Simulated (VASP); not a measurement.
A run of VASP 6.6.1 is set up as follows.

The input POSCAR:

```
BaTiO3
1.0
    2.7780863487      1.6039289013      2.3479795723
   -2.7780863487      1.6039289013      2.3479795723
    0.0000000000     -3.2078578026      2.3479795723
Ba Ti O
1 1 3
Direct
   -0.0017627534     -0.0017627534     -0.0017627534
    0.4871148670      0.4871148670      0.4871148670
    0.5096691229      0.5096691229      0.0145096407
    0.0145096407      0.5096691229      0.5096691229
    0.5096691229      0.0145096407      0.5096691229
```

INCAR.step1

```
ALGO = Normal ; EDIFF = 1E-5
ENCUT = 1480 ; GGA = PE
GGA_COMPAT = False ; ISMEAR = 0
LASPH = True ; LCHARG = False
LREAL = False ; LWAVE = True
NBANDS = 28 ; NELM = 120
PREC = Accurate ; SIGMA = 0.01
```

File INCAR.step2:

```
ALGO = Normal ; EDIFF = 1E-6
ENCUT = 1480 ; GGA_COMPAT = False
ISIF = 2 ; ISMEAR = 0
ISTART = 1 ; LASPH = True
LCHARG = True ; LELF = True
LMIXTAU = True ; LREAL = False
LVHAR = True ; LWAVE = False
METAGGA = R2SCAN ; NBANDS = 28
NELM = 120 ; PREC = Accurate
SIGMA = 0.01
```

File KPOINTS:

```
k-points
0
Gamma
  6 6 6
```

Potentials or basis: VASP PAW PBE potentials, release 64 (Ba_sv, Ti_sv, O_h).

Run with:

```console
$ cat potpaw_PBE.64/Ba_sv/POTCAR potpaw_PBE.64/Ti_sv/POTCAR potpaw_PBE.64/O_h/POTCAR > POTCAR
$ cp INCAR.step1 INCAR
$ mpirun -np 1 vasp_std > vasp.out
$ cp INCAR.step2 INCAR
$ mpirun -np 1 vasp_std > vasp.out
```

Q: Estimate the largest force.

A: 0.109 eV/Å.

Q: Predict the pressure.

A: 7.4 GPa.

Q: Estimate the band gap on the k mesh.

A: 2.66 eV (least direct gap 2.93 eV).

Stress tensor (GPa, compression positive):
```
10.19  0.00  0.00
 0.00 10.19  0.00
 0.00  0.00  1.83
```

Caveat: the cell differs from its parent crystal (epitaxial xy strain -2.2%); the stress differs along the axes, from 2 to 10 GPa; the PAW data sets were made with another functional, which shifts forces and pressure a little; spin-orbit coupling is left out, which moves the levels of the heavy elements. A k mesh can miss the band edges.
